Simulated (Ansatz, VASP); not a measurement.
LiCl: VASP beside Ansatz

```
CELL_PARAMETERS angstrom
0.00000 2.53911 2.56476
2.53911 0.00000 2.56476
2.53911 2.53911 0.00000
ATOMIC_POSITIONS crystal
Li 0.00000 0.00000 0.00000
Cl 0.50000 0.50000 0.50000
```

Change from the starting cell: strain -0.0100 x Voigt [1, 1, 0, 0, 0, 0], atoms carried along.

Alike in both runs: task single point; functional PBEsol; k mesh 8 × 8 × 8; occupations gaussian, width 0.05 eV; no spin polarisation.

```csv
,VASP,Ansatz
version,VASP 6.6.1,Ansatz 0.2.0
potentials or method,"VASP PAW PBE potentials, release 64 (Li_sv, Cl), cutoff 520 eV","scalar-relativistic, plane waves, PAW"
valence electrons in the cell,10,10
```

Ansatz gave:

```
gap on the k mesh at the Fermi level (eV) : 6.22
least direct gap on the mesh (eV)         : 6.22
```

Q: Which values does VASP return?

A: gap on the k mesh at the Fermi level (eV): 6.23; least direct gap on the mesh (eV): 6.23.

VASP's potentials were made for PBE, not for PBEsol. The functional is the same, so the differences come from potentials, cutoffs and numerics.

Noted on VASP's run: the cutoff is short for stress, so the pressure is rough.
